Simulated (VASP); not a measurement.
# CdSe (F-43m) in VASP: single point with PBE

Aim: the single point of CdSe with PBE.

Everything below comes from runs of VASP 6.6.1. Logs are shortened: lines on timing, memory, paths and dates and some standing lists are left out, and cuts for length are marked.

## 1. The cell of the first run

It takes space group F-43m (No. 216, cubic). Conventional cell: a = 6.141 Å, b = 6.141 Å, c = 6.141 Å, α = 90.00°, β = 90.00°, γ = 90.00°. Cd (site symmetry -43m) has 4 Se at 2.66 Å within 3.5 Å. Se (site symmetry -43m) has 4 Cd at 2.66 Å within 3.5 Å.

## 2. Single point, PBE

INCAR reads:

```
SYSTEM = CdSe
PREC = Accurate
ENCUT = 520
EDIFF = 1E-6
ISMEAR = 0
SIGMA = 0.01
LREAL = .False.
LASPH = .True.
NELM = 80
ALGO = Normal
ISIF = 2
LWAVE = .False.
LCHARG = .False.
GGA = PE
NBANDS = 16
```

KPOINTS reads:

```
Automatic mesh
0
Gamma
  4 4 4
  0 0 0
```

POSCAR reads:

```
CdSe
1.0
    4.3420190000      0.0000000000      0.0000000000
    2.1710095000      3.7602987577      0.0000000000
    2.1710095000      1.2534329192      3.5452436678
Cd Se
1 1
Direct
    0.0000000000      0.0000000000      0.0000000000
    0.7500000000      0.7500000000      0.7500000000
```

Potentials or basis: VASP PAW PBE potentials, release 64 (Cd, Se).

Command:

```console
$ cat potpaw_PBE.64/Cd/POTCAR potpaw_PBE.64/Se/POTCAR > POTCAR
$ mpirun -np 1 vasp_std > vasp.out
```

OUTCAR:

```text
SYSTEM = CdSe
   PREC = Accurate
   ENCUT = 520
   EDIFF = 1E-6
   ISMEAR = 0
   LREAL = .False.
   LASPH = .True.
   NELM = 80
   ISIF = 2
   GGA = PE

 ion  position               nearest neighbor table
   1  0.000  0.000  0.000-   2 2.66   2 2.66   2 2.66   2 2.66
   2  0.750  0.750  0.750-   1 2.66   1 2.66   1 2.66   1 2.66

  LATTYP: Found a face centered cubic cell.
 ALAT       =     6.1405421579

  Lattice vectors:

 A1 = (   4.3420190000,   0.0000000000,   0.0000000000)
 A2 = (   2.1710095000,   3.7602987577,   0.0000000000)
 A3 = (   2.1710095000,   1.2534329192,   3.5452436678)

Analysis of symmetry for initial positions (statically):
=====================================================================
 Subroutine PRICEL returns:
 Original cell was already a primitive cell.

 Routine SETGRP: Setting up the symmetry group for a
 face centered cubic supercell.

 Subroutine GETGRP returns: Found 24 space group operations
 (whereof 24 operations were pure point group operations)
 out of a pool of 48 trial point group operations.

The static configuration has the point symmetry T_d .

Analysis of symmetry for dynamics (positions and initial velocities):
=====================================================================
 Subroutine PRICEL returns:
 Original cell was already a primitive cell.

 Routine SETGRP: Setting up the symmetry group for a
 face centered cubic supercell.

 Subroutine GETGRP returns: Found 24 space group operations
 (whereof 24 operations were pure point group operations)
 out of a pool of 48 trial point group operations.

The dynamic configuration has the point symmetry T_d .

 Subroutine INISYM returns: Found 24 space group operations
 (whereof 24 operations are pure point group operations),
 and found     1 'primitive' translations

----------------------------------------------------------------------------------------

                                     Primitive cell

  volume of cell :      57.8842

  direct lattice vectors                    reciprocal lattice vectors
     4.342019000  0.000000000  0.000000000     0.230307606 -0.132968158 -0.094022686
     2.171009500  3.760298758  0.000000000     0.000000000  0.265936316 -0.094022686
     2.171009500  1.253432919  3.545243668     0.000000000  0.000000000  0.282068059

  length of vectors
     4.342019000  4.342019000  4.342019000     0.282068059  0.282068059  0.282068059

  position of ions in fractional coordinates (direct lattice)
     0.000000000  0.000000000  0.000000000
     0.750000000  0.750000000  0.750000000

  ion indices of the primitive-cell ions
   primitive index   ion index
                 1           1
                 2           2

----------------------------------------------------------------------------------------

 KPOINTS: Automatic mesh

Automatic generation of k-mesh.
 Grid dimensions read from file:
 generate k-points for:    4    4    4

 Generating k-lattice:

  Cartesian coordinates                     Fractional coordinates (reciprocal lattice)
     0.057576901 -0.033242040 -0.023505672     0.250000000  0.000000000  0.000000000
     0.000000000  0.066484079 -0.023505672     0.000000000  0.250000000  0.000000000
     0.000000000  0.000000000  0.070517015     0.000000000  0.000000000  0.250000000

  Length of vectors
     0.070517015  0.070517015  0.070517015

  Shift w.r.t. Gamma in fractional coordinates (k-lattice)
     0.000000000  0.000000000  0.000000000

 Subroutine IBZKPT returns following result:
 ===========================================

 Found      8 irreducible k-points:

 Following reciprocal coordinates:
            Coordinates               Weight
  0.000000  0.000000  0.000000      1.000000
  0.250000  0.000000  0.000000      8.000000
  0.500000  0.000000  0.000000      4.000000
  0.250000  0.250000 -0.000000      6.000000
  0.500000  0.250000 -0.000000     24.000000
 -0.250000  0.250000  0.000000     12.000000
  0.500000  0.500000 -0.000000      3.000000
 -0.250000  0.500000  0.250000      6.000000
   k-points           NKPTS =      8   k-points in BZ     NKDIM =      8   number of bands    NBANDS=     16
   number of dos      NEDOS =    301   number of ions     NIONS =      2
   total plane-waves  NPLWV =  32768
   dimension x,y,z NGX =    32 NGY =   32 NGZ =   32
   dimension x,y,z NGXF=    64 NGYF=   64 NGZF=   64
   ions per type =               1   1
   NGX,Y,Z   is equivalent  to a cutoff of  12.25, 12.25, 12.25 a.u.
   NGXF,Y,Z  is equivalent  to a cutoff of  24.50, 24.50, 24.50 a.u.
 SYSTEM =  CdSe
   PREC   = accura    normal or accurate (medium, high low for compatibility)
   ISTART =      0    job   : 0-new  1-cont  2-samecut
   ICHARG =      2    charge: 1-file 2-atom 10-const
   ISPIN  =      1    spin polarized calculation?
   LNONCOLLINEAR =      F non collinear calculations
   LSORBIT =      F    spin-orbit coupling
   LASPH  =      T    aspherical Exc in radial PAW
   ENCUT  =  520.0 eV  38.22 Ry    6.18 a.u.   8.07  8.07  8.07*2*pi/ulx,y,z
   NELM   =     80;   NELMIN=  2; NELMDL= -5     # of ELM steps
   EDIFF  = 0.1E-05   stopping-criterion for ELM
   LREAL  =      F    real-space projection
   EDIFFG = 0.1E-04   stopping-criterion for IOM
   NSW    =      0    number of steps for IOM
   IBRION =     -1    ionic relax: 0-MD 1-quasi-New 2-CG
   NFREE  =      0    steps in history (QN), initial steepest desc. (CG)
   ISIF   =      2    stress and relaxation
   ISYM   =      2    0-nonsym 1-usesym 2-fastsym
   POTIM  = 0.5000    time-step for ionic-motion
   TEBEG  =    0.0;   TEEND  =   0.0 temperature during run
   PSTRESS=    0.0 pullay stress
   NELECT =      18.0000    total number of electrons
   NUPDOWN=      -1.0000    fix difference up-down
   EMIN   =  10.00;   EMAX   =-10.00  energy-range for DOS
   EFERMI =   0.00;   METHOD = LEGACY
   ISMEAR =     0;   SIGMA  =   0.01  broadening in eV -4-tet -1-fermi 0-gaus
   EFERMI_NEDOS =   21; number of points for ismear=-14 and -15
   IALGO  =     38    algorithm
   IMIX   =      4    mixing-type and parameters
     AMIX     =   0.40;   BMIX     =  1.00
     AMIX_MAG =   1.60;   BMIX_MAG =  1.00
  volume/ion in A,a.u.               =      28.94       195.31
  Fermi-wavevector in a.u.,A,eV,Ry     =   1.109121  2.095935 16.737200  1.230149
  Thomas-Fermi vector in A             =   2.245657
   LORBIT       =      0    0 simple, 1 ext, 2 COOP (PROOUT), +10 PAW based schemes
   GGA     = PE    functional components
   LHFCALC =     F    Hartree Fock is set to
   AEXX    =    0.0000 exact exchange contribution
   IVDW    =     0    specifies the selected vdW correction
   LEPSILON=     F    determine dielectric tensor
   LRPA    =     F    only Hartree local field effects (RPA)
 non-spin polarized calculation
 Gauss-broadening in eV      SIGMA  =   0.01
  energy-cutoff  :      520.00
  volume of cell :       57.88
 maximum number of plane-waves:      1588
   NGX = 17   NGY = 17   NGZ = 17

 number of electron      18.0000008 magnetization

 Free energy of the ion-electron system (eV)
  ---------------------------------------------------
  ext. energy  EPLUGINS =         0.00000000
  ---------------------------------------------------
  free energy    TOTEN  =        -5.44340282 eV

  energy without entropy =       -5.44340282  energy(sigma->0) =       -5.44340282

 E-fermi :   0.8049     XC(G=0):  -8.7443

 val. band max:        0.7468858710   @ k =   0.0000   0.0000   0.0000
 cond. band min:       1.2811447092   @ k =   0.0000   0.0000   0.0000
 fundamental gap:      0.5342588382
 Fermi energy:         0.8048970190

 k-point     1 :       0.0000    0.0000    0.0000
  band No.  band energies     occupation
      1     -11.6844      2.00000
      2      -7.1244      2.00000
      3      -7.1244      2.00000
      4      -7.1244      2.00000
      5      -6.7826      2.00000
      6      -6.7826      2.00000
[... 8 lines left out ...]
     15      11.7648      0.00000
     16      11.7648      0.00000

 k-point     2 :       0.2500    0.0000    0.0000
  band No.  band energies     occupation
      1     -11.5113      2.00000
      2      -7.0740      2.00000
      3      -7.0740      2.00000
      4      -6.9226      2.00000
      5      -6.7805      2.00000
      6      -6.7805      2.00000
[... 8 lines left out ...]
     15      10.7756      0.00000
     16      10.8204      0.00000

 k-point     3 :       0.5000    0.0000    0.0000
  band No.  band energies     occupation
      1     -11.3356      2.00000
      2      -7.0379      2.00000
      3      -7.0379      2.00000
      4      -6.7608      2.00000
      5      -6.7608      2.00000
      6      -6.5060      2.00000
[... 8 lines left out ...]
     15      12.7828      0.00000
     16      12.7828      0.00000

 k-point     4 :       0.2500    0.2500   -0.0000
  band No.  band energies     occupation
      1     -11.4548      2.00000
      2      -7.0129      2.00000
      3      -7.0129      2.00000
      4      -6.9690      2.00000
      5      -6.7868      2.00000
      6      -6.7558      2.00000
[... 8 lines left out ...]
     15      12.2822      0.00000
     16      13.8023      0.00000

 k-point     5 :       0.5000    0.2500   -0.0000
  band No.  band energies     occupation
      1     -11.2819      2.00000
      2      -6.9951      2.00000
      3      -6.9590      2.00000
      4      -6.8396      2.00000
      5      -6.7509      2.00000
      6      -6.4732      2.00000
[... 8 lines left out ...]
     15      13.0153      0.00000
     16      13.6696      0.00000

 k-point     6 :      -0.2500    0.2500    0.0000
  band No.  band energies     occupation
      1     -11.3387      2.00000
      2      -7.0132      2.00000
      3      -7.0095      2.00000
      4      -6.7937      2.00000
      5      -6.7907      2.00000
      6      -6.5828      2.00000
[... 8 lines left out ...]
     15      11.8892      0.00000
     16      13.6925      0.00000

 k-point     7 :       0.5000    0.5000   -0.0000
  band No.  band energies     occupation
      1     -11.2257      2.00000
      2      -6.9446      2.00000
      3      -6.8851      2.00000
      4      -6.8851      2.00000
      5      -6.7288      2.00000
      6      -6.4439      2.00000
[... 8 lines left out ...]
     15      13.0874      0.00000
     16      14.0006      0.00000

 k-point     8 :      -0.2500    0.5000    0.2500
  band No.  band energies     occupation
      1     -11.2266      2.00000
      2      -6.9515      2.00000
      3      -6.9489      2.00000
      4      -6.8134      2.00000
      5      -6.7774      2.00000
      6      -6.3310      2.00000
[... 8 lines left out ...]
     15      13.2960      0.00000
     16      13.6836      0.00000

------------------------ aborting loop because EDIFF is reached ----------------------------------------

  FORCE on cell =-STRESS in cart. coord.  units (eV):
  Direction    XX          YY          ZZ          XY          YZ          ZX
  --------------------------------------------------------------------------------------
  -------------------------------------------------------------------------------------
  Total        0.6334117      0.6334117      0.6334117     -0.0000000     -0.0000000     -0.0000000
  in kB       17.5322033     17.5322033     17.5322033     -0.0000000     -0.0000000     -0.0000000
  external PRESSURE =      17.5322033 kB  Pullay stress =       0.0000000 kB

 VOLUME and BASIS-vectors are now :
 -----------------------------------------------------------------------------
  energy-cutoff  :      520.00
  volume of cell :       57.88
      direct lattice vectors                 reciprocal lattice vectors
     4.342019000  0.000000000  0.000000000     0.230307606 -0.132968158 -0.094022686
     2.171009500  3.760298758  0.000000000     0.000000000  0.265936316 -0.094022686
     2.171009500  1.253432919  3.545243668     0.000000000  0.000000000  0.282068059

 POSITION                                       TOTAL-FORCE (eV/Angst)
 -----------------------------------------------------------------------------------
      0.00000      0.00000      0.00000        -0.000000     -0.000000      0.000000
      6.51303      3.76030      2.65893         0.000000      0.000000     -0.000000
 -----------------------------------------------------------------------------------
    total drift:                                0.000001      0.000000      0.000000

  FREE ENERGIE OF THE ION-ELECTRON SYSTEM (eV)
  ---------------------------------------------------
  free  energy   TOTEN  =        -5.4434028171 eV

  energy  without entropy=       -5.4434028171  energy(sigma->0) =       -5.44340282
```

It took 4.2 s on 1 thread of AMD EPYC 9R45 (Zen 5), shared host; peak memory 0.14 GiB.

Results:

```yaml
Free_energy: -5.4434 eV
Pressure: 1.8 GPa
Band_gap_on_the_k_mesh: 0.53 eV, direct
```

Caveat: the k points lie up to 0.44 Å⁻¹ apart.
